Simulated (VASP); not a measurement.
# NaF (Cmmm) in VASP: notebook

NaF is run at these levels: PBE, r2SCAN; tasks: single point.

Program: VASP 6.6.1. These are calculated values, not measurements. Logs are shortened: lines on timing, memory, paths and dates and some standing lists are left out, and cuts for length are marked.

**1. The cell of the first run**

The structure is orthorhombic, space group Cmmm (No. 65). Conventional cell: a = 3.836 Å, b = 4.065 Å, c = 2.793 Å, α = 90.00°, β = 90.00°, γ = 90.00°. Within 3.1 Å of Na (site symmetry mmm) lie 8 F at 2.37 to 2.47 Å and 6 Na at 2.79 Å. F (site symmetry mmm) has 8 Na at 2.37 to 2.47 Å and 6 F at 2.79 Å within 3.1 Å.

**2. Single point, PBE (shear xy strain +5.8%)**

File INCAR:

```
PREC     = Accurate       # precision mode
ENCUT    = 520            # plane-wave cutoff, eV
EDIFF    = 1E-7           # SCF threshold, eV
ISMEAR   = -1             # smearing method
SIGMA    = 0.02           # smearing width, eV
LREAL    = F              # projectors in reciprocal space
LASPH    = T              # aspherical terms in the spheres
NELM     = 80             # most SCF steps
ALGO     = Normal         # electronic algorithm
ISIF     = 2              # what is computed and relaxed
LWAVE    = F              # write WAVECAR
LCHARG   = F              # write CHGCAR
GGA      = PE             # functional
NBANDS   = 14             # bands
```

File KPOINTS:

```
Automatic mesh
0
Gamma
  10 10 10
```

File POSCAR:

```
NaF
1.0
    2.7934852186      0.0807317228      0.0000000000
    0.0807317228      2.7934852186      0.0000000000
    0.0000000000      0.0000000000      2.7934852186
Na F
1 1
Direct
    0.0000000000      0.0000000000      0.0000000000
    0.5000000000      0.5000000000      0.5000000000
```

Potentials or basis: VASP PAW PBE potentials, release 64 (Na_pv, F).

Started as:

```console
$ cat potpaw_PBE.64/Na_pv/POTCAR potpaw_PBE.64/F/POTCAR > POTCAR
$ mpirun -np 1 vasp_std > vasp.out
```

OUTCAR:

```text
PREC = Accurate
   ENCUT = 520
   EDIFF = 1E-7
   ISMEAR = -1
   LREAL = F
   LASPH = T
   NELM = 80
   ISIF = 2
   GGA = PE

 ion  position               nearest neighbor table
   1  0.000  0.000  0.000-
   2  0.500  0.500  0.500-

  LATTYP: Found a base centered orthorhombic cell.
 ALAT       =     3.8364127851
 B/A-ratio  =     1.0595201318
 C/A-ratio  =     0.7281503256

  Lattice vectors:

 A1 = (  -0.0807317228,  -2.7934852186,   0.0000000000)
 A2 = (   2.7934852186,   0.0807317228,   0.0000000000)
 A3 = (   0.0000000000,   0.0000000000,   2.7934852186)

Analysis of symmetry for initial positions (statically):
=====================================================================
 Subroutine PRICEL returns:
 Original cell was already a primitive cell.

 Routine SETGRP: Setting up the symmetry group for a
 base centered orthorhombic supercell.

 Subroutine GETGRP returns: Found  8 space group operations
 (whereof  8 operations were pure point group operations)
 out of a pool of  8 trial point group operations.

The static configuration has the point symmetry D_2h.

Analysis of symmetry for dynamics (positions and initial velocities):
=====================================================================
 Subroutine PRICEL returns:
 Original cell was already a primitive cell.

 Routine SETGRP: Setting up the symmetry group for a
 base centered orthorhombic supercell.

 Subroutine GETGRP returns: Found  8 space group operations
 (whereof  8 operations were pure point group operations)
 out of a pool of  8 trial point group operations.

The dynamic configuration has the point symmetry D_2h.

 Subroutine INISYM returns: Found  8 space group operations
 (whereof  8 operations are pure point group operations),
 and found     1 'primitive' translations

----------------------------------------------------------------------------------------

                                     Primitive cell

  volume of cell :      21.7809

  direct lattice vectors                    reciprocal lattice vectors
     2.793485219  0.080731723  0.000000000     0.358274997 -0.010354147  0.000000000
     0.080731723  2.793485219  0.000000000    -0.010354147  0.358274997  0.000000000
     0.000000000  0.000000000  2.793485219     0.000000000  0.000000000  0.357975762

  length of vectors
     2.794651549  2.794651549  2.793485219     0.358424583  0.358424583  0.357975762

  position of ions in fractional coordinates (direct lattice)
     0.000000000  0.000000000  0.000000000
     0.500000000  0.500000000  0.500000000

  ion indices of the primitive-cell ions
   primitive index   ion index
                 1           1
                 2           2

----------------------------------------------------------------------------------------

 KPOINTS: Automatic mesh

Automatic generation of k-mesh.
 Grid dimensions read from file:
 generate k-points for:   10   10   10

 Generating k-lattice:

  Cartesian coordinates                     Fractional coordinates (reciprocal lattice)
     0.035827500 -0.001035415  0.000000000     0.100000000  0.000000000  0.000000000
    -0.001035415  0.035827500  0.000000000     0.000000000  0.100000000  0.000000000
     0.000000000  0.000000000  0.035797576     0.000000000  0.000000000  0.100000000

  Length of vectors
     0.035842458  0.035842458  0.035797576

  Shift w.r.t. Gamma in fractional coordinates (k-lattice)
     0.000000000  0.000000000  0.000000000

 Subroutine IBZKPT returns following result:
 ===========================================

 Found    186 irreducible k-points:

 Following reciprocal coordinates:
            Coordinates               Weight
  0.000000  0.000000  0.000000      1.000000
  0.100000  0.000000  0.000000      4.000000
  0.200000  0.000000  0.000000      4.000000
  0.300000 -0.000000  0.000000      4.000000
  0.400000 -0.000000  0.000000      4.000000
  0.500000 -0.000000  0.000000      2.000000
[... 16 lines left out ...]
  0.300000  0.300000  0.000000      2.000000
  0.400000  0.300000  0.000000      4.000000
 [... further k-points ...]
   k-points           NKPTS =    186   k-points in BZ     NKDIM =    186   number of bands    NBANDS=     14
   number of dos      NEDOS =    301   number of ions     NIONS =      2
   total plane-waves  NPLWV =  13824
   dimension x,y,z NGX =    24 NGY =   24 NGZ =   24
   dimension x,y,z NGXF=    48 NGYF=   48 NGZF=   48
   ions per type =               1   1
   NGX,Y,Z   is equivalent  to a cutoff of  14.28, 14.28, 14.28 a.u.
   NGXF,Y,Z  is equivalent  to a cutoff of  28.55, 28.55, 28.57 a.u.
 SYSTEM =  unknown system
   PREC   = accura    normal or accurate (medium, high low for compatibility)
   ISTART =      0    job   : 0-new  1-cont  2-samecut
   ICHARG =      2    charge: 1-file 2-atom 10-const
   ISPIN  =      1    spin polarized calculation?
   LNONCOLLINEAR =      F non collinear calculations
   LSORBIT =      F    spin-orbit coupling
   LASPH  =      T    aspherical Exc in radial PAW
   ENCUT  =  520.0 eV  38.22 Ry    6.18 a.u.   5.20  5.20  5.19*2*pi/ulx,y,z
   NELM   =     80;   NELMIN=  2; NELMDL= -5     # of ELM steps
   EDIFF  = 0.1E-06   stopping-criterion for ELM
   LREAL  =      F    real-space projection
   EDIFFG = 0.1E-05   stopping-criterion for IOM
   NSW    =      0    number of steps for IOM
   IBRION =     -1    ionic relax: 0-MD 1-quasi-New 2-CG
   NFREE  =      0    steps in history (QN), initial steepest desc. (CG)
   ISIF   =      2    stress and relaxation
   ISYM   =      2    0-nonsym 1-usesym 2-fastsym
   POTIM  = 0.5000    time-step for ionic-motion
   TEBEG  =    0.0;   TEEND  =   0.0 temperature during run
   PSTRESS=    0.0 pullay stress
   NELECT =      14.0000    total number of electrons
   NUPDOWN=      -1.0000    fix difference up-down
   EMIN   =  10.00;   EMAX   =-10.00  energy-range for DOS
   EFERMI =   0.00;   METHOD = LEGACY
   ISMEAR =    -1;   SIGMA  =   0.02  broadening in eV -4-tet -1-fermi 0-gaus
   EFERMI_NEDOS =   21; number of points for ismear=-14 and -15
   IALGO  =     38    algorithm
   IMIX   =      4    mixing-type and parameters
     AMIX     =   0.40;   BMIX     =  1.00
     AMIX_MAG =   1.60;   BMIX_MAG =  1.00
  volume/ion in A,a.u.               =      10.89        73.49
  Fermi-wavevector in a.u.,A,eV,Ry     =   1.412837  2.669875 27.158707  1.996109
  Thomas-Fermi vector in A             =   2.534545
   LORBIT       =      0    0 simple, 1 ext, 2 COOP (PROOUT), +10 PAW based schemes
   GGA     = PE    functional components
   LHFCALC =     F    Hartree Fock is set to
   AEXX    =    0.0000 exact exchange contribution
   IVDW    =     0    specifies the selected vdW correction
   LEPSILON=     F    determine dielectric tensor
   LRPA    =     F    only Hartree local field effects (RPA)
 non-spin polarized calculation
  energy-cutoff  :      520.00
  volume of cell :       21.78
 maximum number of plane-waves:       596
 NGX is ok and might be reduce to    24
   NGX = 11   NGY = 11   NGZ = 11

 number of electron      14.0000003 magnetization

 Free energy of the ion-electron system (eV)
  ---------------------------------------------------
  ext. energy  EPLUGINS =         0.00000000
  ---------------------------------------------------
  free energy    TOTEN  =        -8.22795151 eV

  energy without entropy =       -8.22795151  energy(sigma->0) =       -8.22795151

 E-fermi :  -0.2159     XC(G=0):  -9.9311

 val. band max:       -0.6161237273   @ k =   0.5000   0.5000   0.0000
 cond. band min:       5.5083926367   @ k =   0.0000   0.0000   0.0000
 fundamental gap:      6.1245163640
 Fermi energy:        -0.2158836959

 k-point     1 :       0.0000    0.0000    0.0000
  band No.  band energies     occupation
      1     -20.6405      2.00000
      2     -20.6349      2.00000
      3     -20.6323      2.00000
      4     -20.5091      2.00000
      5      -1.0029      2.00000
      6      -0.9531      2.00000
      7      -0.8961      2.00000
      8       5.5084      0.00000
      9      15.1730      0.00000
     10      15.2142      0.00000
     11      23.0315      0.00000
     12      23.4177      0.00000
     13      23.8876      0.00000
     14      30.0062      0.00000

 k-point     2 :       0.1000    0.0000    0.0000
  band No.  band energies     occupation
      1     -20.8359      2.00000
      2     -20.6349      2.00000
      3     -20.6320      2.00000
      4     -20.3007      2.00000
      5      -1.2414      2.00000
      6      -0.9414      2.00000
      7      -0.9292      2.00000
      8       5.8540      0.00000
      9      15.0494      0.00000
     10      15.3739      0.00000
     11      23.1842      0.00000
     12      23.3826      0.00000
     13      23.9879      0.00000
     14      28.8729      0.00000

 k-point     3 :       0.2000    0.0000    0.0000
  band No.  band energies     occupation
      1     -21.0628      2.00000
      2     -20.6287      2.00000
      3     -20.6243      2.00000
      4     -20.0514      2.00000
      5      -1.8895      2.00000
      6      -0.9105      2.00000
      7      -0.9068      2.00000
      8       6.7374      0.00000
      9      14.5112      0.00000
     10      15.9419      0.00000
     11      23.2866      0.00000
     12      23.2974      0.00000
     13      24.7568      0.00000
     14      26.7892      0.00000

 k-point     4 :       0.3000   -0.0000    0.0000
  band No.  band energies     occupation
      1     -21.2477      2.00000
      2     -20.6210      2.00000
      3     -20.6148      2.00000
      4     -19.8358      2.00000
      5      -2.5857      2.00000
      6      -0.8720      2.00000
      7      -0.8719      2.00000
      8       7.9214      0.00000
      9      13.5473      0.00000
     10      16.8821      0.00000
     11      23.1186      0.00000
     12      23.1586      0.00000
     13      24.5404      0.00000
     14      26.4836      0.00000

 k-point     5 :       0.4000   -0.0000    0.0000
  band No.  band energies     occupation
      1     -21.3691      2.00000
      2     -20.6146      2.00000
      3     -20.6071      2.00000
      4     -19.6871      2.00000
      5      -3.0907      2.00000
      6      -0.8427      2.00000
      7      -0.8404      2.00000
      8       9.2451      0.00000
      9      12.3013      0.00000
     10      18.1676      0.00000
     11      21.9462      0.00000
[... 276 lines left out ...]
 k-point    22 :      -0.2000    0.2000    0.0000
  band No.  band energies     occupation
      1     -21.1406      2.00000
      2     -20.7294      2.00000
      3     -20.6140      2.00000
      4     -19.8459      2.00000
      5      -1.9936      2.00000
      6      -1.5432      2.00000
      7      -0.8628      2.00000
      8       7.8499      0.00000
      9      14.6164      0.00000
     10      15.4424      0.00000
     11      23.0061      0.00000
     12      23.3034      0.00000
     13      24.3228      0.00000
     14      26.3659      0.00000

 k-point    23 :       0.3000    0.3000    0.0000
  band No.  band energies     occupation
      1     -21.0594      2.00000
      2     -20.7789      2.00000
      3     -20.5983      2.00000
      4     -19.8781      2.00000
      5      -2.3406      2.00000
      6      -1.9740      2.00000
      7      -0.7494      2.00000
      8       9.5194      0.00000
      9      14.1935      0.00000
     10      15.2515      0.00000
     11      19.3495      0.00000
     12      22.9850      0.00000
     13      23.9105      0.00000
     14      24.9332      0.00000

 k-point    24 :       0.4000    0.3000    0.0000
  band No.  band energies     occupation
      1     -21.0694      2.00000
      2     -20.7848      2.00000
      3     -20.5915      2.00000
      4     -19.8568      2.00000
      5      -2.6312      2.00000
      6      -1.9847      2.00000
      7      -0.7053      2.00000
      8      10.5102      0.00000
      9      13.2027      0.00000
     10      15.6418      0.00000
     11      18.1502      0.00000
     12      22.9354      0.00000
     13      24.3526      0.00000
     14      25.1861      0.00000

 [... further k-points ...]

------------------------ aborting loop because EDIFF is reached ----------------------------------------

  FORCE on cell =-STRESS in cart. coord.  units (eV):
  Direction    XX          YY          ZZ          XY          YZ          ZX
  --------------------------------------------------------------------------------------
  -------------------------------------------------------------------------------------
  Total        0.6095011      0.6095011      0.6106123     -0.0624208      0.0000000      0.0000000
  in kB       44.8341361     44.8341361     44.9158749     -4.5915967      0.0000000      0.0000000
  external PRESSURE =      44.8613824 kB  Pullay stress =       0.0000000 kB

 VOLUME and BASIS-vectors are now :
 -----------------------------------------------------------------------------
  energy-cutoff  :      520.00
  volume of cell :       21.78
      direct lattice vectors                 reciprocal lattice vectors
     2.793485219  0.080731723  0.000000000     0.358274997 -0.010354147  0.000000000
     0.080731723  2.793485219  0.000000000    -0.010354147  0.358274997  0.000000000
     0.000000000  0.000000000  2.793485219     0.000000000  0.000000000  0.357975762

 POSITION                                       TOTAL-FORCE (eV/Angst)
 -----------------------------------------------------------------------------------
      0.00000      0.00000      0.00000         0.000000      0.000000      0.000000
      1.43711      1.43711      1.39674        -0.000000      0.000000      0.000000
 -----------------------------------------------------------------------------------
    total drift:                                0.000000      0.000000     -0.000000

  FREE ENERGIE OF THE ION-ELECTRON SYSTEM (eV)
  ---------------------------------------------------
  free  energy   TOTEN  =        -8.2279515104 eV

  energy  without entropy=       -8.2279515104  energy(sigma->0) =       -8.22795151
```

Wall time 54 s (1 thread of Intel Xeon 8259CL, shared host); peak memory 0.17 GiB.

Results:

- Free energy: -8.2280 eV
- Pressure: 4.5 GPa
- Band gap on the k mesh: 6.12 eV (least direct gap 6.40 eV)

Caveat: the cell differs from its parent crystal (shear xy strain +5.8%); the cell stands under pressure. A k mesh can miss the band edges.

**3. Single point, r2SCAN (shear xy strain +5.8%)**

POSCAR is that of step 2.

File INCAR.step1:

```
  PREC = Accurate
  ENCUT = 520
  ISMEAR = 0
  SIGMA = 0.01
  LREAL = False
  LASPH = True
  NELM = 60
  NBANDS = 14
  GGA = PE
  ALGO = Normal
  EDIFF = 1E-4
  LWAVE = True
  LCHARG = False
```

File INCAR.step2:

```
  PREC = Accurate
  ENCUT = 520
  EDIFF = 1E-7
  ISMEAR = 0
  SIGMA = 0.01
  LREAL = False
  LASPH = True
  NELM = 60
  ALGO = Normal
  ISIF = 2
  LWAVE = False
  LCHARG = True
  METAGGA = R2SCAN
  LMIXTAU = True
  LELF = True
  LVHAR = True
  NBANDS = 14
  ISTART = 1
```

File KPOINTS:

```
regular mesh
0
Gamma
  10 10 10
```

Potentials or basis: VASP PAW PBE potentials, release 64 (Na_pv, F).

Started as:

```console
$ cat potpaw_PBE.64/Na_pv/POTCAR potpaw_PBE.64/F/POTCAR > POTCAR
$ cp INCAR.step1 INCAR
$ mpirun -np 1 vasp_std > vasp.out
$ cp INCAR.step2 INCAR
$ mpirun -np 1 vasp_std > vasp.out
```

Run time: 3.3 min. Hardware: 1 thread of Intel Xeon 8259CL, shared host; peak memory 0.17 GiB.

The run converged. Its results:

```yaml
Free_energy: -12.3129 eV
Pressure: -0.6 GPa
Band_gap_on_the_k_mesh: 7.12 eV (least direct gap 7.41 eV)
```

Stress tensor (GPa, compression positive):
```
-0.57 -0.33  0.00
-0.33 -0.57  0.00
 0.00  0.00 -0.61
```

Levels at points of the mesh, in eV from the valence-band top:
| k point | band 5 | band 6 | band 7 | band 8 | band 9 | band 10 |
| --- | --- | --- | --- | --- | --- | --- |
| (0.00, 0.00, 0.00) | -0.39 | -0.34 | -0.28 | 7.12 | 16.49 | 16.53 |
| (0.50, 0.00, 0.00) | -2.62 | -0.22 | -0.22 | 11.91 | 13.00 | 20.50 |
| (0.50, 0.50, 0.00) | -1.97 | -1.80 | 0.00 | 13.05 | 15.94 | 16.57 |
| (0.00, 0.00, 0.50) | -2.62 | -0.29 | -0.13 | 11.92 | 12.98 | 20.54 |
| (0.50, 0.00, 0.50) | -1.89 | -1.89 | 0.00 | 13.02 | 16.49 | 16.52 |
| (0.50, 0.50, 0.50) | -1.73 | -1.69 | -1.64 | 14.96 | 15.56 | 16.14 |

Caveat: the cell differs from its parent crystal (shear xy strain +5.8%); the PAW data sets were made with another functional, which shifts forces and pressure a little.
